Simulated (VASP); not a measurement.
Input of a VASP 6.6.1 run:

The input INCAR:

```
SYSTEM = WSe2
ALGO = Normal
EDIFF = 1E-6
ENCUT = 520
GGA = PS
ISIF = 2
ISMEAR = 0
LASPH = .True.
LCHARG = .False.
LREAL = .False.
LWAVE = .False.
NBANDS = 49
NELM = 100
PREC = Accurate
SIGMA = 0.1
```

KPOINTS

```
k-points
0
Gamma
  6 6 1
  0 0 0
```

The input POSCAR:

```
WSe2
1.0
    3.3181158941      0.0000000000      0.0000000000
   -1.6590579470      2.8735726570      0.0000000000
    0.0000000000      0.0000000000     29.7394474100
W Se
3 6
Direct
    0.6666666700      0.3333333300      0.0000000000
    0.3333333300      0.6666666700      0.7704474400
    0.3333333300      0.6666666700      0.2295525600
    0.3333333300      0.6666666700      0.0559251100
    0.6666666700      0.3333333300      0.8263670200
    0.6666666700      0.3333333300      0.2854460400
    0.3333333300      0.6666666700      0.9440748900
    0.6666666700      0.3333333300      0.7145539600
    0.6666666700      0.3333333300      0.1736329800
```

Potentials or basis: VASP PAW PBE potentials, release 64 (W_sv, Se).

Run with:

```console
$ cat potpaw_PBE.64/W_sv/POTCAR potpaw_PBE.64/Se/POTCAR > POTCAR
$ mpirun -np 1 vasp_std > vasp.out
```

(1) What does it give for the band gap on the k mesh?

(2) What does it give for the largest force?

Answers

(1) 1.34 eV, indirect (least direct gap 1.47 eV).

(2) 0.073 eV/Å.

Caveat: the PAW data sets were made with another functional, which shifts forces and pressure a little; spin-orbit coupling is left out, which moves the levels of the heavy elements.
